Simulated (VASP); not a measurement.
A run of VASP 6.6.1 is set up as follows.

File INCAR:

```
PREC = Accurate
ENCUT = 500
EDIFF = 1E-6
ISMEAR = -1
SIGMA = 0.05
LREAL = False
LASPH = True
NELM = 120
ALGO = Normal
ISIF = 2
LWAVE = False
LCHARG = False
GGA = PE
NBANDS = 9
GGA_COMPAT = False
```

Contents of KPOINTS:

```
regular mesh
0
Gamma
  18 18 18
```

POSCAR

```
Se
1.0
   -1.7201275450      1.7201275450      1.7201275450
    1.7201275450     -1.7201275450      1.7201275450
    1.7201275450      1.7201275450     -1.7201275450
Se
1
Direct
    0.0000000000      0.0000000000      0.0000000000
```

Potentials or basis: VASP PAW PBE potentials, release 64 (Se).

Command:

```bash
$ cat potpaw_PBE.64/Se/POTCAR > POTCAR
$ mpirun -np 1 vasp_std > vasp.out
```

Task: Predict the pressure.

Result: -0.1 GPa.

Task: Predict the band gap on the k mesh.

Result: Zero (bands 3 and 4 overlap by 6.17 eV).
